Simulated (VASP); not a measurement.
Crystal: LiTmH4.

```
CELL_PARAMETERS angstrom
2.30009 -2.85000 0.00000
2.30009 2.85000 0.00000
-0.21671 0.00000 5.71839
ATOMIC_POSITIONS crystal
Li 0.50000 0.50000 0.00000
Tm 0.50000 0.50000 0.50000
H 0.79378 0.20622 0.50000
H 0.20622 0.79378 0.50000
H 0.00000 0.00000 0.00000
H 0.00000 0.00000 0.50000
```

The cell was generated, and may not be a known phase.

| Quantity | Value |
| --- | --- |
| Program | VASP 6.6.1 |
| Task | relaxation of cell and atoms |
| Functional | PBE |
| Potentials or basis | VASP PAW PBE potentials, release 64 (Li_sv, Tm_3, H), 4f in core |
| Cutoff | 750 eV |
| k mesh | 3 × 3 × 2 |
| Occupations | gaussian, width 0.15 eV |
| Spin | no spin polarisation |

At the start: pressure 7.6 GPa; volume 12.50 Å³/atom.

Q: How do energy, volume and symmetry change on relaxing?

A: Over 32 steps the energy falls by 720.8 meV/atom and the volume is 9.87 Å³/atom (-21.0 %); space group C2/m (No. 12, to 0.1 Å) before and after.

The path:
```
step  energy change (eV)  largest force (eV/Å)  pressure (GPa)  volume (Å³)
   1              0.0000                5.1019            7.57        74.97
   2             -1.9902                0.2156           -1.18        81.17
   3             -2.0425                0.7409           -1.43        83.02
   4             -2.0450                0.5800           -1.44        82.70
   5             -2.2650                0.3957           -1.09        81.51
   6             -2.3988                0.1939           -0.05        80.04
   7             -2.4134                0.0747            0.50        79.24
   8             -2.4541                0.0296            0.33        79.73
   9             -2.5789                0.1428           -0.23        80.98
  10             -2.7566                0.6962           -1.28        82.62
  11             -2.7683                1.0222           -1.46        83.01
  12             -2.7703                0.8774           -1.44        82.87
  13             -2.7876                0.8667           -1.51        82.95
  14             -2.8319                0.8251           -1.77        83.13
  15             -2.8807                0.7061           -2.10        83.24
  16             -2.9367                0.5310           -2.13        82.65
  17             -3.0759                0.0247           -2.09        80.84
  18             -3.2331                0.9602           -1.37        77.02
  19             -3.3408                0.6740           -1.57        75.66
  20             -3.5818                0.0473           -1.70        71.33
  21             -3.7695                0.7550            1.26        61.69
  22             -3.7593                0.5434           -1.31        66.45
  23             -3.7914                0.6415           -0.67        64.84
  24             -3.8939                0.6592           -0.59        63.47
  25             -3.9902                0.6663            0.08        61.30
  26             -3.8173                0.5840            4.37        56.59
  27             -4.0019                0.6622            0.53        60.48
  28             -4.1060                0.5334           -0.09        60.62
  29             -4.2728                0.0783           -1.13        60.94
  30             -4.2791                0.2749           -1.22        61.00
  31             -4.2981                0.1961           -0.96        60.51
  32             -4.3246                0.0041           -0.14        59.21
```

Final structure:
```xyz
6
Lattice="1.9478 -3.2846 -0.5875 1.9478 3.2846 -0.5875 -2.7801 0.0000 5.4655" Properties=species:S:1:pos:R:3 pbc="T T T"
Li    1.9478    0.0000   -0.5875
Tm    0.5578    0.0000    2.1453
H     0.5578   -2.2492    2.1453
H     0.5578    2.2492    2.1453
H     0.0000    0.0000    0.0000
H    -1.3901    0.0000    2.7328
```

Caveat: the k points lie up to 0.71 Å⁻¹ apart in the final cell, too coarse for converged energies and pressures of a metal; the volume moved by over 15 % at a fixed basis, so the end points are rough.
